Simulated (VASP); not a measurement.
## BP: single point with PBE

Crystal: BP.

```xyz
2
Lattice="0.0000 2.4646 2.1845 2.1845 0.0000 2.1845 2.1845 2.4646 0.0000" Properties=species:S:1:pos:R:3 pbc="T T T"
B     0.0000    0.0000    0.0000
P     3.2768    3.6968    3.2768
```

- Program: VASP 6.6.1
- Task: single point
- Functional: PBE
- Potentials or basis: VASP PAW PBE potentials, release 64 (B, P)
- Cutoff: 520 eV
- k mesh: 12 × 12 × 12
- Occupations: gaussian, width 0.05 eV
- Spin: no spin polarisation
- Dipole correction: no
- Further INCAR settings: ALGO = Normal; EDIFF = 1e-06; NBANDS = 11

| Item | Value |
| --- | --- |
| Pressure | -0.3 GPa |
| Band gap on the k mesh | 0.33 eV (least direct gap 2.80 eV) |

Stress tensor (GPa, compression positive):
```
 12.06   0.00   0.00
  0.00 -25.09   0.00
  0.00   0.00  12.06
```

Levels at points of the mesh, in eV from the valence-band top:
| k point | band 1 | band 2 | band 3 | band 4 | band 5 | band 6 | band 7 | band 8 |
| --- | --- | --- | --- | --- | --- | --- | --- | --- |
| (0.00, 0.00, 0.00) | -15.87 | -1.35 | 0.00 | 0.00 | 2.80 | 2.80 | 3.43 | 6.42 |
| (0.50, 0.00, 0.00) | -12.54 | -9.43 | -3.02 | -1.36 | 2.10 | 4.85 | 4.93 | 9.76 |
| (0.50, 0.50, 0.00) | -10.63 | -8.64 | -5.02 | -4.76 | 0.51 | 0.68 | 9.94 | 12.09 |
| (0.50, 0.00, 0.50) | -11.81 | -9.67 | -3.67 | -3.67 | 1.79 | 2.38 | 11.52 | 11.52 |

Wall time 23 s on 1 thread of Intel Xeon 8259CL (shared host), peak memory 0.16 GiB.

A k mesh can miss the band edges.
